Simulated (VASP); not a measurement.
# Ta3H in VASP: single point with PBE

Aim: the single point of Ta3H with PBE.

All numbers are computed with VASP 6.6.1; they aren't measurements. Logs are shortened: lines on timing, memory, paths and dates and some standing lists are left out, and cuts for length are marked.

## 1. The cell of the first run

The cell holds a slab with vacuum, 8 atoms: a = 4.694 Å, b = 4.694 Å, c = 22.488 Å, α = 90.00°, β = 90.00°, γ = 120.00°.

## 2. Single point, PBE

Contents of INCAR:

```
  ALGO = Normal
  DIPOL = 0.5 0.5 0.320
  EDIFF = 1E-7
  ENCUT = 520
  GGA = PE
  IDIPOL = 3
  ISIF = 2
  ISMEAR = 0
  LASPH = T
  LCHARG = F
  LDIPOL = T
  LREAL = F
  LWAVE = F
  NBANDS = 44
  NELM = 80
  PREC = Accurate
  SIGMA = 0.1
```

Contents of KPOINTS:

```
k-points
0
Gamma
  6 6 1
```

Contents of POSCAR:

```
Ta3H
1.0
    4.6937283337      0.0000000000      0.0000000000
   -2.3468641669      4.0648879755      0.0000000000
    0.0000000000      0.0000000000     22.4881920917
Ta H
6 2
Direct
    0.6666666667      0.3333333333      0.1778711238
    0.3333333333      0.6666666667      0.2204758507
    0.0000000000      0.0000000000      0.2630805777
    0.6666666667      0.3333333333      0.3023661487
    0.3333333333      0.6666666667      0.3395087724
    0.0000000000      0.0000000000      0.3774510666
   -0.1258061733      0.0000000000      0.4401506378
    0.1258061733      0.0000000000      0.4401506378
```

Potentials or basis: VASP PAW PBE potentials, release 64 (Ta_pv, H).

Launch:

```bash
cat potpaw_PBE.64/Ta_pv/POTCAR potpaw_PBE.64/H/POTCAR > POTCAR
mpirun -np 1 vasp_std > vasp.out
```

OUTCAR:

```text
EDIFF = 1E-7
   ENCUT = 520
   GGA = PE
   ISIF = 2
   ISMEAR = 0
   LASPH = T
   LREAL = F
   NELM = 80
   PREC = Accurate

 ion  position               nearest neighbor table
   1  0.667  0.333  0.178-   4 2.80   2 2.87   2 2.87   2 2.87   3 3.32   3 3.32   3 3.32
   2  0.333  0.667  0.220-   5 2.68   1 2.87   1 2.87   3 2.87   1 2.87   3 2.87   3 2.87   4 3.28
                             4 3.28   4 3.28
   3  0.000  0.000  0.263-   6 2.57   4 2.85   4 2.85   4 2.85   2 2.87   2 2.87   2 2.87   5 3.21
                             5 3.21   5 3.21   1 3.32   1 3.32   1 3.32
   4  0.667  0.333  0.302-   1 2.80   5 2.84   5 2.84   5 2.84   3 2.85   3 2.85   3 2.85   6 3.19
                             6 3.19   6 3.19   2 3.28   2 3.28   2 3.28
   5  0.333  0.667  0.340-   2 2.68   4 2.84   4 2.84   4 2.84   6 2.84   6 2.84   6 2.84   3 3.21
                             3 3.21   3 3.21
   6  0.000  0.000  0.377-   7 1.53   8 1.53   3 2.57   5 2.84   5 2.84   5 2.84   4 3.19   4 3.19
                             4 3.19
   7  0.874  0.000  0.440-   6 1.53
   8  0.126  0.000  0.440-   6 1.53

  LATTYP: Found a hexagonal cell.
 ALAT       =     4.6937283337
 C/A-ratio  =     4.7911149715

  Lattice vectors:

 A1 = (   4.6937283337,   0.0000000000,   0.0000000000)
 A2 = (  -2.3468641669,   4.0648879755,   0.0000000000)
 A3 = (   0.0000000000,   0.0000000000,  22.4881920917)

Analysis of symmetry for initial positions (statically):
=====================================================================
 Subroutine PRICEL returns:
 Original cell was already a primitive cell.

 Routine SETGRP: Setting up the symmetry group for a
 hexagonal supercell.

 Subroutine GETGRP returns: Found  2 space group operations
 (whereof  2 operations were pure point group operations)
 out of a pool of 24 trial point group operations.

The static configuration has the point symmetry C_1h.

Analysis of symmetry for dynamics (positions and initial velocities):
=====================================================================
 Subroutine PRICEL returns:
 Original cell was already a primitive cell.

 Routine SETGRP: Setting up the symmetry group for a
 hexagonal supercell.

 Subroutine GETGRP returns: Found  2 space group operations
 (whereof  2 operations were pure point group operations)
 out of a pool of 24 trial point group operations.

The dynamic configuration has the point symmetry C_1h.

 Subroutine INISYM returns: Found  2 space group operations
 (whereof  2 operations are pure point group operations),
 and found     1 'primitive' translations

----------------------------------------------------------------------------------------

                                     Primitive cell

  volume of cell :     429.0630

  direct lattice vectors                    reciprocal lattice vectors
     4.693728334  0.000000000  0.000000000     0.213050251  0.123004620  0.000000000
    -2.346864167  4.064887975  0.000000000     0.000000000  0.246009240  0.000000000
     0.000000000  0.000000000 22.488192092     0.000000000  0.000000000  0.044467781

  length of vectors
     4.693728334  4.693728334 22.488192092     0.246009240  0.246009240  0.044467781

  position of ions in fractional coordinates (direct lattice)
     0.666666667  0.333333333  0.177871124
     0.333333333  0.666666667  0.220475851
     0.000000000  0.000000000  0.263080578
     0.666666667  0.333333333  0.302366149
     0.333333333  0.666666667  0.339508772
     0.000000000  0.000000000  0.377451067
     0.874193827  0.000000000  0.440150638
     0.125806173  0.000000000  0.440150638

  ion indices of the primitive-cell ions
   primitive index   ion index
                 1           1
                 2           2
                 3           3
                 4           4
                 5           5
                 6           6
                 7           7
                 8           8

----------------------------------------------------------------------------------------

 KPOINTS: k-points

Automatic generation of k-mesh.
 Grid dimensions read from file:
 generate k-points for:    6    6    1

 Generating k-lattice:

  Cartesian coordinates                     Fractional coordinates (reciprocal lattice)
     0.035508375  0.020500770  0.000000000     0.166666667  0.000000000  0.000000000
     0.000000000  0.041001540  0.000000000     0.000000000  0.166666667  0.000000000
     0.000000000  0.000000000  0.044467781     0.000000000  0.000000000  1.000000000

  Length of vectors
     0.041001540  0.041001540  0.044467781

  Shift w.r.t. Gamma in fractional coordinates (k-lattice)
     0.000000000  0.000000000  0.000000000

 Subroutine IBZKPT returns following result:
 ===========================================

 Found     13 irreducible k-points:

 Following reciprocal coordinates:
            Coordinates               Weight
  0.000000  0.000000  0.000000      1.000000
  0.166667  0.000000  0.000000      4.000000
  0.000000  0.166667  0.000000      2.000000
  0.333333  0.000000  0.000000      4.000000
  0.000000  0.333333  0.000000      2.000000
  0.500000  0.000000  0.000000      2.000000
  0.000000  0.500000  0.000000      1.000000
  0.166667  0.166667  0.000000      4.000000
 -0.333333  0.166667  0.000000      2.000000
  0.333333  0.166667  0.000000      4.000000
 -0.166667  0.500000  0.000000      4.000000
  0.500000  0.333333  0.000000      4.000000
  0.333333  0.333333  0.000000      2.000000
   k-points           NKPTS =     13   k-points in BZ     NKDIM =     13   number of bands    NBANDS=     44
   number of dos      NEDOS =    301   number of ions     NIONS =      8
   total plane-waves  NPLWV = 217728
   dimension x,y,z NGX =    36 NGY =   36 NGZ =  168
   dimension x,y,z NGXF=    72 NGYF=   72 NGZF=  336
   ions per type =               6   2
   NGX,Y,Z   is equivalent  to a cutoff of  12.75, 12.75, 12.42 a.u.
   NGXF,Y,Z  is equivalent  to a cutoff of  25.50, 25.50, 24.84 a.u.
 SYSTEM =  unknown system
   PREC   = accura    normal or accurate (medium, high low for compatibility)
   ISTART =      0    job   : 0-new  1-cont  2-samecut
   ICHARG =      2    charge: 1-file 2-atom 10-const
   ISPIN  =      1    spin polarized calculation?
   LNONCOLLINEAR =      F non collinear calculations
   LSORBIT =      F    spin-orbit coupling
   LASPH  =      T    aspherical Exc in radial PAW
   ENCUT  =  520.0 eV  38.22 Ry    6.18 a.u.   8.73  8.73 41.81*2*pi/ulx,y,z
   NELM   =     80;   NELMIN=  2; NELMDL= -5     # of ELM steps
   EDIFF  = 0.1E-06   stopping-criterion for ELM
   LREAL  =      F    real-space projection
   EDIFFG = 0.1E-05   stopping-criterion for IOM
   NSW    =      0    number of steps for IOM
   IBRION =     -1    ionic relax: 0-MD 1-quasi-New 2-CG
   NFREE  =      0    steps in history (QN), initial steepest desc. (CG)
   ISIF   =      2    stress and relaxation
   ISYM   =      2    0-nonsym 1-usesym 2-fastsym
   POTIM  = 0.5000    time-step for ionic-motion
   TEBEG  =    0.0;   TEEND  =   0.0 temperature during run
   PSTRESS=    0.0 pullay stress
   NELECT =      68.0000    total number of electrons
   NUPDOWN=      -1.0000    fix difference up-down
   EMIN   =  10.00;   EMAX   =-10.00  energy-range for DOS
   EFERMI =   0.00;   METHOD = LEGACY
   ISMEAR =     0;   SIGMA  =   0.10  broadening in eV -4-tet -1-fermi 0-gaus
   EFERMI_NEDOS =   21; number of points for ismear=-14 and -15
   IALGO  =     38    algorithm
   IMIX   =      4    mixing-type and parameters
     AMIX     =   0.40;   BMIX     =  1.00
     AMIX_MAG =   1.60;   BMIX_MAG =  1.00
  volume/ion in A,a.u.               =      53.63       361.93
  Fermi-wavevector in a.u.,A,eV,Ry     =   0.885940  1.674183 10.679063  0.784889
  Thomas-Fermi vector in A             =   2.007040
   LORBIT       =      0    0 simple, 1 ext, 2 COOP (PROOUT), +10 PAW based schemes
   GGA     = PE    functional components
   LHFCALC =     F    Hartree Fock is set to
   AEXX    =    0.0000 exact exchange contribution
   IVDW    =     0    specifies the selected vdW correction
   LEPSILON=     F    determine dielectric tensor
   LRPA    =     F    only Hartree local field effects (RPA)
 non-spin polarized calculation
 Gauss-broadening in eV      SIGMA  =   0.10
  energy-cutoff  :      520.00
  volume of cell :      429.06
 maximum number of plane-waves:     11584
   NGX = 17   NGY = 17   NGZ = 83

 dipolmoment           0.000000      0.000000     -0.048214 electrons x Angstroem

 number of electron      67.9999991 magnetization

 dipolmoment           0.000000      0.000000      0.182918 electrons x Angstroem

 Free energy of the ion-electron system (eV)
  ---------------------------------------------------
  ext. energy  EPLUGINS =         0.00000000
  ---------------------------------------------------
  free energy    TOTEN  =       -68.51082962 eV

  energy without entropy =      -68.46356350  energy(sigma->0) =      -68.48719656

 E-fermi :  -1.7487     XC(G=0):  -4.2824

 val. band max:       -1.8250274519   @ k =   0.3333   0.3333   0.0000
 cond. band min:      -1.7421245354   @ k =  -0.1667   0.5000   0.0000
 fundamental gap:      0.0829029166
 Fermi energy:        -1.7486740795

 k-point     1 :       0.0000    0.0000    0.0000
  band No.  band energies     occupation
      1     -36.4554      2.00000
      2     -36.2678      2.00000
      3     -36.2026      2.00000
      4     -36.1802      2.00000
      5     -36.0251      2.00000
      6     -36.0084      2.00000
[... 36 lines left out ...]
     43       1.2195      0.00000
     44       1.7532      0.00000

 k-point     2 :       0.1667    0.0000    0.0000
  band No.  band energies     occupation
      1     -36.4626      2.00000
      2     -36.2850      2.00000
      3     -36.2272      2.00000
      4     -36.1945      2.00000
      5     -36.0540      2.00000
      6     -36.0301      2.00000
[... 36 lines left out ...]
     43       1.3528      0.00000
     44       1.4108      0.00000

 k-point     3 :       0.0000    0.1667    0.0000
  band No.  band energies     occupation
      1     -36.4626      2.00000
      2     -36.2851      2.00000
      3     -36.2129      2.00000
      4     -36.2104      2.00000
      5     -36.0562      2.00000
      6     -36.0248      2.00000
[... 36 lines left out ...]
     43       1.2764      0.00000
     44       1.3619      0.00000

 k-point     4 :       0.3333    0.0000    0.0000
  band No.  band energies     occupation
      1     -36.4794      2.00000
      2     -36.3266      2.00000
      3     -36.2810      2.00000
      4     -36.1835      2.00000
      5     -36.0947      2.00000
      6     -36.0393      2.00000
[... 365 lines left out ...]
     43       1.0369      0.00000
     44       1.2642      0.00000

 k-point    12 :       0.5000    0.3333    0.0000
  band No.  band energies     occupation
      1     -36.4874      2.00000
      2     -36.3580      2.00000
      3     -36.2657      2.00000
      4     -36.1724      2.00000
      5     -36.1381      2.00000
      6     -35.9895      2.00000
[... 36 lines left out ...]
     43       1.0835      0.00000
     44       1.2404      0.00000

 k-point    13 :       0.3333    0.3333    0.0000
  band No.  band energies     occupation
      1     -36.4895      2.00000
      2     -36.3795      2.00000
      3     -36.2232      2.00000
      4     -36.1678      2.00000
      5     -36.1644      2.00000
      6     -35.9575      2.00000
[... 36 lines left out ...]
     43       0.7580      0.00000
     44       0.7775      0.00000

------------------------ aborting loop because EDIFF is reached ----------------------------------------

 vacuum level on the upper side and lower side of the slab       (xc-potential included)         0.836        -0.891

  FORCE on cell =-STRESS in cart. coord.  units (eV):
  Direction    XX          YY          ZZ          XY          YZ          ZX
  --------------------------------------------------------------------------------------
  -------------------------------------------------------------------------------------
  Total       -0.8861358     -4.1114498     13.9756206      0.0000000     -0.9494187      0.0000000
  in kB       -3.3089467    -15.3526908     52.1867933      0.0000000     -3.5452536      0.0000000
  external PRESSURE =      11.1750519 kB  Pullay stress =       0.0000000 kB

 VOLUME and BASIS-vectors are now :
 -----------------------------------------------------------------------------
  energy-cutoff  :      520.00
  volume of cell :      429.06
      direct lattice vectors                 reciprocal lattice vectors
     4.693728334  0.000000000  0.000000000     0.213050251  0.123004620  0.000000000
    -2.346864167  4.064887975  0.000000000     0.000000000  0.246009240  0.000000000
     0.000000000  0.000000000 22.488192092     0.000000000  0.000000000  0.044467781

 POSITION                                       TOTAL-FORCE (eV/Angst)
 -----------------------------------------------------------------------------------
      2.34686      1.35496      4.00000        -0.000000      0.038846      1.843547
     -0.00000      2.70993      4.95810        -0.000000      0.070436     -0.042955
      0.00000      0.00000      5.91621         0.000000     -0.215487     -3.426364
      2.34686      1.35496      6.79967        -0.000000      0.357310     -0.242419
     -0.00000      2.70993      7.63494        -0.000000      0.033301      0.652145
      0.00000      0.00000      8.48819        -0.000000      0.033945     -8.352594
      4.10323      0.00000      9.89819        -2.239079     -0.159175      4.784320
      0.59050      0.00000      9.89819         2.239079     -0.159175      4.784320
 -----------------------------------------------------------------------------------
    total drift:                               -0.000000     -0.000010     -0.000015

  FREE ENERGIE OF THE ION-ELECTRON SYSTEM (eV)
  ---------------------------------------------------
  free  energy   TOTEN  =       -68.5108296184 eV

  energy  without entropy=      -68.4635635039  energy(sigma->0) =      -68.48719656

 vacuum level on the upper side and lower side of the slab         3.460         1.700
```

Run time: 18 min. Hardware: 1 thread of AMD EPYC 7R13, shared host; peak memory 0.58 GiB.

What came out:

```yaml
Free_energy: -68.5108 eV
Largest_force: 8.353 eV/Å
Band_gap_on_the_k_mesh: zero (bands 34 and 35 overlap by 0.17 eV)
```

Forces on the atoms (eV/Å):
```
Ta   0.000  0.039  1.844
Ta   0.000  0.070 -0.043
Ta   0.000 -0.215 -3.426
Ta   0.000  0.357 -0.242
Ta   0.000  0.033  0.652
Ta   0.000  0.034 -8.353
H   -2.239 -0.159  4.784
H    2.239 -0.159  4.784
```

Levels at points of the mesh, in eV from the Fermi level:
| k point | band 32 | band 33 | band 34 | band 35 | band 36 | band 37 |
| --- | --- | --- | --- | --- | --- | --- |
| (0.00, 0.00, 0.00) | -0.74 | -0.40 | -0.26 | 0.04 | 0.26 | 0.34 |
| (0.50, 0.00, 0.00) | -0.80 | -0.65 | -0.16 | 0.06 | 0.86 | 0.97 |
| (0.00, 0.50, 0.00) | -0.82 | -0.35 | -0.29 | 0.05 | 0.34 | 0.95 |

Caveat: spin-orbit coupling is left out, which moves the levels of the heavy elements.
